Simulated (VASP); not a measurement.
Here is a VASP 6.6.1 calculation.

The input INCAR:

```
  ALGO = Normal
  EDIFF = 1E-6
  ENCUT = 520
  GGA = PS
  ISIF = 2
  ISMEAR = -1
  LASPH = T
  LCHARG = F
  LREAL = F
  LWAVE = F
  NBANDS = 16
  NELM = 100
  PREC = Accurate
  SIGMA = 0.08
```

File KPOINTS:

```
k-points
0
Gamma
  15 15 13
```

Contents of POSCAR:

```
TiB2
1.0
    3.0291982016      0.0000000000      0.0000000000
   -1.5145991008      2.6233625957      0.0000000000
    0.0000000000      0.0000000000      3.2929680000
Ti B
1 2
Direct
    0.0000000000      0.0000000000      0.0000000000
    0.3333333333      0.6666666667      0.5000000000
    0.6666666667      0.3333333333      0.5000000000
```

Potentials or basis: VASP PAW PBE potentials, release 64 (Ti_sv, B).

The run is started by

```console
$ cat potpaw_PBE.64/Ti_sv/POTCAR potpaw_PBE.64/B/POTCAR > POTCAR
$ mpirun -np 1 vasp_std > vasp.out
```

(1) Predict the pressure.

(2) What does it give for the band gap on the k mesh?

Results:

(1) -8.7 GPa.

(2) zero (band 9 reaches 10.07 eV, above the bottom of band 10 at 9.59 eV).

Caveat: the cell differs from its parent crystal (zz strain of +2 %); the PAW data sets were made with another functional, which shifts forces and pressure a little.
